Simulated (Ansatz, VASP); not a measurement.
## MgS in VASP and in Ansatz

INCAR

```
PREC     = Accurate       # precision mode
ENCUT    = 520            # plane-wave cutoff, eV
EDIFF    = 1E-6           # SCF threshold, eV
ISMEAR   = 0              # smearing method
SIGMA    = 0.05           # smearing width, eV
LREAL    = False          # projectors in reciprocal space
LASPH    = True           # aspherical terms in the spheres
NELM     = 80             # most SCF steps
ALGO     = Normal         # electronic algorithm
ISIF     = 2              # what is computed and relaxed
LWAVE    = False          # write WAVECAR
LCHARG   = False          # write CHGCAR
GGA      = PE             # functional
NBANDS   = 11             # bands
```

The input KPOINTS:

```
regular mesh
0
Gamma
  8 8 8
```

The input POSCAR:

```
MgS
1.0
    1.0172772784      3.1971571608      3.1971571608
    3.1971571608      1.0172772784      3.1971571608
    3.1971571608      3.1971571608      1.0172772784
Mg S
1 1
Direct
    0.0000000000      0.0000000000      0.0000000000
    0.5000000000      0.5000000000      0.5000000000
```

Input for Ansatz:

```yaml
crystal:
  lattice:
    - [1.0172772784, 3.1971571608, 3.1971571608]
    - [3.1971571608, 1.0172772784, 3.1971571608]
    - [3.1971571608, 3.1971571608, 1.0172772784]
  atoms:
    - { symbol: Mg, position: [0.0, 0.0, 0.0] }
    - { symbol: S, position: [0.5, 0.5, 0.5] }
basis:
  ecutwfc: 420
kpoints:
  mp_grid: { grid: [8, 8, 8] }
hamiltonian:
  xc: pbe
scf:
  occupations: { method: gaussian, width: 0.05 }
output:
  forces: true
  stress: true
  eigenvalues: true
  write_density: true
  write_potential: true
  elf: true
  volumetric_format: npy
```

Alike in both runs: task single point; functional PBE; k mesh 8 × 8 × 8; occupations gaussian, width 0.05 eV; no spin polarisation.

|  | VASP | Ansatz |
| --- | --- | --- |
| version | VASP 6.6.1 | Ansatz 0.2.0 |
| potentials or method | VASP PAW PBE potentials, release 64 (Mg, S), cutoff 520 eV | scalar-relativistic, plane waves, PAW |
| valence electrons in the cell | 8 | 16 |

VASP gave:

```
gap on the k mesh at the Fermi level (eV)                     : none
pressure (GPa)                                                : 3.2
traceless stress, the component that is largest in VASP (GPa) : -13.01
```

Task: Estimate Ansatz's values.

Result: gap on the k mesh at the Fermi level (eV): none; pressure (GPa): 3.4; traceless stress, the component that is largest in VASP (GPa): -13.01.

A gap of «none» marks a metal or a gap that the smearing closes. VASP's potentials hold 8 valence electrons a cell and Ansatz's 16, so a difference there can come from the potentials and not from the codes.
